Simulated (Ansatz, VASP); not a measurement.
**One calculation of SiC, two programs**

```xyz
4
Lattice="3.0760 0.0000 0.0000 -1.5380 2.6639 0.0000 0.0000 0.0000 5.0480" Properties=species:S:1:pos:R:3 pbc="T T T"
Si    1.5380    0.8880    2.5240
Si    0.0000    1.7759    0.0000
C     1.5380    0.8880    4.4675
C     0.0000    1.7759    1.9435
```

Alike in both runs: functional LDA; k mesh 6 × 6 × 3; occupations fermi-dirac, width 0.05 eV; no spin polarisation.

```csv
,VASP,Ansatz
version,VASP 6.6.1,Ansatz 0.2.0
potentials or method,"VASP PAW LDA potentials, release 64 (Si, C)",Ansatz PAW
plane-wave cutoff (eV),520,420
valence electrons in the cell,16,16
task,single point,projected density of states
```

|  | VASP | Ansatz | Ansatz less VASP |
| --- | --- | --- | --- |
| gap on the k mesh at the Fermi level (eV) | 2.19 | 2.21 | +0.014 |
| least direct gap on the mesh (eV) | 3.97 | 3.98 | +0.010 |
| pressure (GPa) | -3.6 | -4.0 | -0.38 |
| traceless stress, the component that is largest in VASP (GPa) | -2.82 | -2.81 | +0.014 |
| rms of the force components (eV/Å) | 0.422 | 0.421 | -0.0011 |

LDA's correlation is that of Perdew and Zunger in VASP and of Perdew and Wang (1992) in Ansatz. Atom by atom the forces differ by 0.001 eV/Å (rms over components).

Noted on Ansatz's run: odd divisions of the mesh miss points on the zone boundary, where band edges often lie, so the gap on the mesh can be too wide.
